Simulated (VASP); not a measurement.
TiH5:

```
Ti H
1.0
     3.10000    0.00000    0.00000
     0.00000    3.10000    0.00000
     0.00000    0.00000   10.50000
Ti H
2 10
Direct
  0.50000 0.00000 0.10500
  0.00000 0.50000 0.89500
  0.50000 0.50000 0.20500
  0.00000 0.00000 0.20500
  0.50000 0.50000 0.79500
  0.00000 0.00000 0.79500
  0.50000 0.50000 0.00000
  0.00000 0.00000 0.00000
  0.00000 0.50000 0.61500
  0.00000 0.50000 0.54400
  0.50000 0.00000 0.38500
  0.50000 0.00000 0.45600
```

* Program: VASP 6.6.1
* Task: relaxation of cell and atoms
* Functional: PBE
* Potentials or basis: VASP PAW PBE potentials, release 64 (Ti_sv, H_h)
* Cutoff: 1230 eV
* k mesh: 5 × 5 × 2
* Occupations: gaussian, width 0.2 eV
* Spin: no spin polarisation

At the start: pressure 0.2 GPa; volume 8.41 Å³/atom.

**Question.** Where does the relaxation end?

**Answer.** Over 5 steps the energy falls by 8.9 meV/atom; space group P4/nmm (No. 129, to 0.1 Å) before and after.

The path:
| step | energy change (eV) | largest force (eV/Å) | pressure (GPa) | volume (Å³) |
| --- | --- | --- | --- | --- |
| 1 | 0.0000 | 1.4064 | 0.20 | 100.91 |
| 2 | -0.0966 | 0.5651 | -0.39 | 101.06 |
| 3 | -0.0993 | 0.4676 | -0.33 | 101.03 |
| 4 | -0.0839 | 0.8974 | 0.96 | 100.81 |
| 5 | -0.1069 | 0.0688 | 0.12 | 100.95 |

Final structure:
```yaml
crystal:
  lattice:
    - [3.09004, 0.00000, 0.00000]
    - [0.00000, 3.09004, 0.00000]
    - [0.00000, 0.00000, 10.57271]
  atoms:
    - { symbol: Ti, position: [0.50000, 0.00000, 0.11107] }
    - { symbol: Ti, position: [0.00000, 0.50000, 0.88893] }
    - { symbol: H, position: [0.50000, 0.50000, 0.20357] }
    - { symbol: H, position: [0.00000, 0.00000, 0.20357] }
    - { symbol: H, position: [0.50000, 0.50000, 0.79643] }
    - { symbol: H, position: [0.00000, 0.00000, 0.79643] }
    - { symbol: H, position: [0.50000, 0.50000, 0.00000] }
    - { symbol: H, position: [0.00000, 0.00000, 0.00000] }
    - { symbol: H, position: [0.00000, 0.50000, 0.61506] }
    - { symbol: H, position: [0.00000, 0.50000, 0.54409] }
    - { symbol: H, position: [0.50000, 0.00000, 0.38494] }
    - { symbol: H, position: [0.50000, 0.00000, 0.45591] }
```

Caveat: the k points lie up to 0.41 Å⁻¹ apart in the final cell, too coarse for converged energies and pressures of a metal; the relaxation stopped at a loose force limit of 0.08 eV/Å, so its end isn't a converged minimum.
